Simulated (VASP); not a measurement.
# BaTiO3 (R3m) in VASP: single point with r2SCAN

Aim: the single point of BaTiO3 with r2SCAN.

Everything below comes from runs of VASP 6.6.1. Logs are shortened: lines on timing, memory, paths and dates and some standing lists are left out, and cuts for length are marked.

## (1) The cell of the first run

Symmetry: R3m, No. 160, trigonal system. Conventional cell: a = 5.711 Å, b = 5.711 Å, c = 7.025 Å, α = 90.00°, β = 90.00°, γ = 120.00°. Ba (site symmetry 3m) has 12 O at 2.80 to 2.93 Å and 8 Ti at 3.44 to 3.59 Å within 3.7 Å. Ti (site symmetry 3m) has 6 O at 1.90 to 2.15 Å within 2.5 Å. Within 2.5 Å of O (site symmetry m) lie 2 Ti at 1.90 to 2.15 Å.

## (2) Single point, r2SCAN, collinear spin, zero start

The input, POSCAR:

```
BaTiO3
1.0
    4.0558183800      4.0442235800      0.0000000000
    0.0231492100      4.0557678800      4.0442134800
    4.0558183800      0.0115443100      4.0442134800
Ba Ti O
2 2 6
Direct
    0.0000000000      0.0000000000      0.0000000000
    0.5000000000      0.5000000000      0.5000000000
    0.2446500000      0.2446500000      0.2446500000
    0.7446500000      0.7446500000      0.7446500000
    0.0013000000      0.5100000000      0.5100000000
    0.5013000000      0.0100000000      0.0100000000
    0.0100000000      0.5013000000      0.0100000000
    0.5100000000      0.0013000000      0.5100000000
    0.0100000000      0.0100000000      0.5013000000
    0.5100000000      0.5100000000      0.0013000000
```

The input, INCAR.step1:

```
SYSTEM = BaTiO3
PREC = Accurate
ENCUT = 520
ISMEAR = -1
SIGMA = 0.1494
LREAL = .False.
LASPH = .True.
NELM = 150
ISPIN = 2
MAGMOM = 0 0 0 0 0 0 0 0 0 0
LMAXMIX = 4
NBANDS = 55
GGA = PE
ALGO = Normal
EDIFF = 1E-4
LWAVE = .True.
LCHARG = .False.
```

The input, INCAR.step2:

```
SYSTEM = BaTiO3
PREC = Accurate
ENCUT = 520
EDIFF = 1E-6
ISMEAR = -1
SIGMA = 0.1494
LREAL = .False.
LASPH = .True.
NELM = 150
ALGO = Normal
ISIF = 2
LWAVE = .False.
LCHARG = .False.
ISPIN = 2
MAGMOM = 0 0 0 0 0 0 0 0 0 0
LORBIT = 11
LMAXMIX = 4
METAGGA = R2SCAN
LMIXTAU = .True.
NBANDS = 55
ISTART = 1
```

The input, KPOINTS:

```
regular mesh
0
Gamma
  4 4 4
  0 0 0
```

Potentials or basis: VASP PAW PBE potentials, release 64 (Ba_sv, Ti_sv, O).

Launch:

```sh
$ cat potpaw_PBE.64/Ba_sv/POTCAR potpaw_PBE.64/Ti_sv/POTCAR potpaw_PBE.64/O/POTCAR > POTCAR
$ cp INCAR.step1 INCAR
$ mpirun -np 1 vasp_std > vasp.out
$ cp INCAR.step2 INCAR
$ mpirun -np 1 vasp_std > vasp.out
```

OUTCAR:

```text
SYSTEM = BaTiO3
   PREC = Accurate
   ENCUT = 520
   EDIFF = 1E-6
   ISMEAR = -1
   LREAL = .False.
   LASPH = .True.
   NELM = 150
   ISIF = 2
   ISPIN = 2
   LORBIT = 11
   METAGGA = R2SCAN
   ISTART = 1

 ion  position               nearest neighbor table
   1  0.000  0.000  0.000-   6 2.80   7 2.80   9 2.80   8 2.86   5 2.86   5 2.86   8 2.86  10 2.86
                            10 2.86   6 2.93   7 2.93   9 2.93   3 3.44   4 3.47   4 3.47   4 3.47
   2  0.500  0.500  0.500-   5 2.80   8 2.80  10 2.80   7 2.86   6 2.86   6 2.86   7 2.86   9 2.86
                             9 2.86   5 2.93   8 2.93  10 2.93   4 3.44   3 3.47   3 3.47   3 3.47
   3  0.245  0.245  0.245-   9 1.90   7 1.90   6 1.90  10 2.15   8 2.15   5 2.15   1 3.44   2 3.47
                             2 3.47   2 3.47   1 3.52   1 3.52   1 3.52   2 3.59
   4  0.745  0.745  0.745-  10 1.90   8 1.90   5 1.90   9 2.15   7 2.15   6 2.15   2 3.44   1 3.47
                             1 3.47   1 3.47   2 3.52   2 3.52   2 3.52   1 3.59
   5  0.001  0.510  0.510-   4 1.90   3 2.15   2 2.80   1 2.86   1 2.86   2 2.93
   6  0.501  0.010  0.010-   3 1.90   4 2.15   1 2.80   2 2.86   2 2.86   1 2.93
   7  0.010  0.501  0.010-   3 1.90   4 2.15   1 2.80   2 2.86   2 2.86   1 2.93
   8  0.510  0.001  0.510-   4 1.90   3 2.15   2 2.80   1 2.86   1 2.86   2 2.93
   9  0.010  0.010  0.501-   3 1.90   4 2.15   1 2.80   2 2.86   2 2.86   1 2.93
  10  0.510  0.510  0.001-   4 1.90   3 2.15   2 2.80   1 2.86   1 2.86   2 2.93
[... 7 lines left out ...]
 A1 = (   4.0558183800,   4.0442235800,   0.0000000000)
 A2 = (   0.0231492100,   4.0557678800,   4.0442134800)
 A3 = (   4.0558183800,   0.0115443100,   4.0442134800)

Analysis of symmetry for initial positions (statically):
=====================================================================
 Subroutine PRICEL returns following result:

  LATTYP: Found a trigonal (rhomboedric) cell.
 ALAT       =     4.0442465200
 COS(alpha) =     0.0028619929
[... 12 lines left out ...]
 Subroutine GETGRP returns: Found  6 space group operations
 (whereof  6 operations were pure point group operations)
 out of a pool of 12 trial point group operations.

The static configuration has the point symmetry C_3v.

Analysis of symmetry for dynamics (positions and initial velocities):
=====================================================================
 Subroutine PRICEL returns following result:

  LATTYP: Found a trigonal (rhomboedric) cell.
 ALAT       =     4.0442465200
 COS(alpha) =     0.0028619929
[... 12 lines left out ...]
 Subroutine GETGRP returns: Found  6 space group operations
 (whereof  6 operations were pure point group operations)
 out of a pool of 12 trial point group operations.

The dynamic configuration has the point symmetry C_3v.

Analysis of structural, dynamic, and magnetic symmetry:
=====================================================================
 Subroutine PRICEL returns following result:

  LATTYP: Found a trigonal (rhomboedric) cell.
 ALAT       =     4.0442465200
 COS(alpha) =     0.0028619929
[... 12 lines left out ...]
 Subroutine GETGRP returns: Found  6 space group operations
 (whereof  6 operations were pure point group operations)
 out of a pool of 12 trial point group operations.

The overall configuration has the point symmetry C_3v.

 Subroutine INISYM returns: Found  6 space group operations
 (whereof  6 operations are pure point group operations),
 and found     2 'primitive' translations

----------------------------------------------------------------------------------------

                                     Primitive cell

  volume of cell :      66.1465

  direct lattice vectors                    reciprocal lattice vectors
     0.011574605  0.011544305  4.044213480     0.000000000  0.000000000  0.247266868
     4.044243775  0.000000005  0.000000000     0.247265016 -0.000707675 -0.000705656
     0.011574605  4.044223575  0.000000000    -0.000000000  0.247266251 -0.000705827

  length of vectors
     4.044246520  4.044243775  4.044240138     0.247266868  0.247267035  0.247267258

  position of ions in fractional coordinates (direct lattice)
     0.000000000  0.000000000  0.000000000
     0.489300000  0.489300000  0.489300000
     0.020000000  0.511300000  0.511300000
     0.511300000  0.020000000  0.511300000
     0.511300000  0.511300000  0.020000000

  ion indices of the primitive-cell ions
   primitive index   ion index
                 1           1
                 2           3
                 3           6
                 4           7
                 5           9

----------------------------------------------------------------------------------------

 KPOINTS: regular mesh

Automatic generation of k-mesh.
[... 57 lines left out ...]
   NSW    =      0    number of steps for IOM
   IBRION =     -1    ionic relax: 0-MD 1-quasi-New 2-CG
   NFREE  =      0    steps in history (QN), initial steepest desc. (CG)
   ISIF   =      2    stress and relaxation
   ISYM   =      2    0-nonsym 1-usesym 2-fastsym
   POTIM  = 0.5000    time-step for ionic-motion
   TEBEG  =    0.0;   TEEND  =   0.0 temperature during run
   PSTRESS=    0.0 pullay stress
   NELECT =      80.0000    total number of electrons
   NUPDOWN=      -1.0000    fix difference up-down
   EMIN   =  10.00;   EMAX   =-10.00  energy-range for DOS
   EFERMI =   0.00;   METHOD = LEGACY
   ISMEAR =    -1;   SIGMA  =   0.15  broadening in eV -4-tet -1-fermi 0-gaus
   EFERMI_NEDOS =   21; number of points for ismear=-14 and -15
   IALGO  =     38    algorithm
   IMIX   =      4    mixing-type and parameters
     AMIX     =   0.40;   BMIX     =  1.00
     AMIX_MAG =   1.60;   BMIX_MAG =  1.00
  volume/ion in A,a.u.               =      13.23        89.28
  Fermi-wavevector in a.u.,A,eV,Ry     =   1.384393  2.616123 26.076154  1.916543
  Thomas-Fermi vector in A             =   2.508901
   LORBIT       =     11    0 simple, 1 ext, 2 COOP (PROOUT), +10 PAW based schemes
   METAGGA = R2SCAN    functional components
   LHFCALC =     F    Hartree Fock is set to
   AEXX    =    0.0000 exact exchange contribution
   IVDW    =     0    specifies the selected vdW correction
   LEPSILON=     F    determine dielectric tensor
   LRPA    =     F    only Hartree local field effects (RPA)
 spin polarized calculation
  energy-cutoff  :      520.00
  volume of cell :      132.29
 maximum number of plane-waves:      3588
 NGX is ok and might be reduce to    48
   NGX = 21   NGY = 21   NGZ = 21

 number of electron      79.9999988 magnetization       0.0000000

 number of electron      79.9999988 magnetization      -0.0000000

 Free energy of the ion-electron system (eV)
  ---------------------------------------------------
  ext. energy  EPLUGINS =         0.00000000
  ---------------------------------------------------
  free energy    TOTEN  =      -148.53726919 eV

  energy without entropy =     -148.53701426  energy(sigma->0) =     -148.53714172

 E-fermi :   4.5923     XC(G=0): -11.7268

 val. band max:        3.2444183717   @ k =   0.0000   0.0000   0.0000
 cond. band min:       5.8563437633   @ k =   0.0000   0.0000   0.0000
 fundamental gap:      2.6119253916
 Fermi energy:         4.5922571671

 spin component 1

 k-point     1 :       0.0000    0.0000    0.0000
  band No.  band energies     occupation
      1     -55.4537      1.00000
      2     -55.4509      1.00000
      3     -30.6776      1.00000
      4     -30.6753      1.00000
      5     -30.6752      1.00000
      6     -30.6325      1.00000
[... 704 lines left out ...]
     51      11.2155      0.00000
     52      11.2155      0.00000
 Fermi energy:         4.5922571671

 spin component 2

 k-point     1 :       0.0000    0.0000    0.0000
  band No.  band energies     occupation
      1     -55.4537      1.00000
      2     -55.4508      1.00000
      3     -30.6776      1.00000
      4     -30.6753      1.00000
      5     -30.6752      1.00000
      6     -30.6325      1.00000
[... 704 lines left out ...]
     51      11.2155      0.00000
     52      11.2155      0.00000
 [bands above 52 left out]

------------------------ aborting loop because EDIFF is reached ----------------------------------------

  FORCE on cell =-STRESS in cart. coord.  units (eV):
  Direction    XX          YY          ZZ          XY          YZ          ZX
  --------------------------------------------------------------------------------------
  -------------------------------------------------------------------------------------
  Total       -1.4653985     -1.4653686     -1.4653462     -0.0047581     -0.0047320     -0.0047445
  in kB      -17.7471970    -17.7468353    -17.7465642     -0.0576243     -0.0573080     -0.0574601
  external PRESSURE =     -17.7468655 kB  Pullay stress =       0.0000000 kB

 VOLUME and BASIS-vectors are now :
 -----------------------------------------------------------------------------
  energy-cutoff  :      520.00
  volume of cell :      132.29
      direct lattice vectors                 reciprocal lattice vectors
     4.055818380  4.044223580  0.000000000     0.123632508  0.123279288 -0.124339176
     0.023149210  4.055767880  4.044213480    -0.123632508  0.123986963  0.123633348
     4.055818380  0.011544310  4.044213480     0.123632508 -0.123986963  0.123633519

 POSITION                                       TOTAL-FORCE (eV/Angst)
 -----------------------------------------------------------------------------------
      0.00000      0.00000      0.00000         0.024199      0.024129      0.024061
      4.06739      4.05577      4.04421         0.024199      0.024129      0.024061
      1.99018      1.98449      1.97883        -0.140585     -0.140183     -0.139783
      6.05757      6.04026      6.02305        -0.140585     -0.140183     -0.139783
      2.08555      2.07959      4.12510         0.003550      0.003540      0.109267
      2.07397      2.06804      0.08088         0.003550      0.003540      0.109267
      0.09272      2.07371      2.06781         0.109286      0.003237      0.003228
      4.13696      2.07371      2.06781         0.109286      0.003237      0.003228
      2.07397      0.08679      2.06781         0.003550      0.109276      0.003228
      2.08555      4.13101      2.06781         0.003550      0.109276      0.003228
 -----------------------------------------------------------------------------------
    total drift:                               -0.000625     -0.000758     -0.000547

  FREE ENERGIE OF THE ION-ELECTRON SYSTEM (eV)
  ---------------------------------------------------
  free  energy   TOTEN  =      -148.5372691878 eV

  energy  without entropy=     -148.5370142595  energy(sigma->0) =     -148.53714172

 total charge

# of ion       s       p       d       tot
------------------------------------------
    1        2.016   5.664   0.286   7.966
    2        2.016   5.664   0.286   7.966
    3        2.210   6.259   1.679  10.148
    4        2.210   6.259   1.679  10.148
    5        1.568   3.489   0.000   5.057
    6        1.568   3.489   0.000   5.057
    7        1.568   3.489   0.000   5.057
    8        1.568   3.489   0.000   5.057
    9        1.568   3.489   0.000   5.057
   10        1.568   3.489   0.000   5.057
--------------------------------------------------
tot         17.860  44.781   3.930  66.572

 magnetization (x)

# of ion       s       p       d       tot
------------------------------------------
    1       -0.000  -0.000   0.000  -0.000
    2       -0.000  -0.000   0.000  -0.000
    3        0.000   0.000   0.000   0.000
    4        0.000   0.000   0.000   0.000
    5       -0.000  -0.000   0.000  -0.000
    6       -0.000  -0.000   0.000  -0.000
    7       -0.000  -0.000   0.000  -0.000
    8       -0.000  -0.000   0.000  -0.000
    9       -0.000  -0.000   0.000  -0.000
   10       -0.000  -0.000   0.000  -0.000
--------------------------------------------------
tot          0.000  -0.000   0.000  -0.000
```

Wall time 20 min (1 thread of Intel Xeon Platinum 8175M at 2.50GHz (Skylake/Cascade Lake), shared host); peak memory 0.53 GiB.

What came out:

```
Free energy                                           : -148.5373 eV
Pressure                                              : -1.8 GPa
Largest force                                         : 0.243 eV/Å
Band gap on the k mesh                                : 2.61 eV
Net moment                                            : 0.00 μB per cell
Valence electrons inside the program's atomic spheres : Ba 7.97; Ti 10.15; O 5.06
```

Forces in eV/Å, atoms in the order of the input:
```
Ba   0.024  0.024  0.024
Ba   0.024  0.024  0.024
Ti  -0.141 -0.140 -0.140
Ti  -0.141 -0.140 -0.140
O    0.004  0.004  0.109
O    0.004  0.004  0.109
O    0.109  0.003  0.003
O    0.109  0.003  0.003
O    0.004  0.109  0.003
O    0.004  0.109  0.003
```

Caveat: the PAW data sets were made with another functional, which shifts forces and pressure a little; spin-orbit coupling is left out, which moves the levels of the heavy elements. A k mesh can miss the band edges.
